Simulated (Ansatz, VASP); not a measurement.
# Two plane-wave programs on CaZr

```
Ca Zr
1.0
     3.33622    0.00000    0.00000
    -1.66811    2.88926    0.00000
     0.00000    0.00000    5.85997
Ca Zr
1 1
Cartesian
  1.6681 0.9631 0.0000
  0.0000 0.0000 2.9300
```

Alike in both runs: functional PBE; k mesh 6 × 6 × 4; occupations gaussian, width 0.1 eV; no spin polarisation.

Ansatz relaxed the structure, and its values are those at the end. VASP's run is a single point on that final structure, the one shown.

```csv
,VASP,Ansatz
version,VASP 6.6.1,Ansatz 0.2.0
potentials or method,"VASP PAW PBE potentials, release 64 (Ca_sv, Zr_sv), cutoff 520 eV","scalar-relativistic, plane waves, PAW"
valence electrons in the cell,22,22
```

|  | VASP | Ansatz | Ansatz less VASP |
| --- | --- | --- | --- |
| gap on the k mesh at the Fermi level (eV) | none | none | - |
| pressure (GPa) | 0.1 | 0.1 | -0.03 |

A gap of «none» marks a metal or a gap that the smearing closes. The functional is the same, so the differences come from potentials, cutoffs and numerics.

The k mesh is coarse, so the values compare programs but aren't converged.
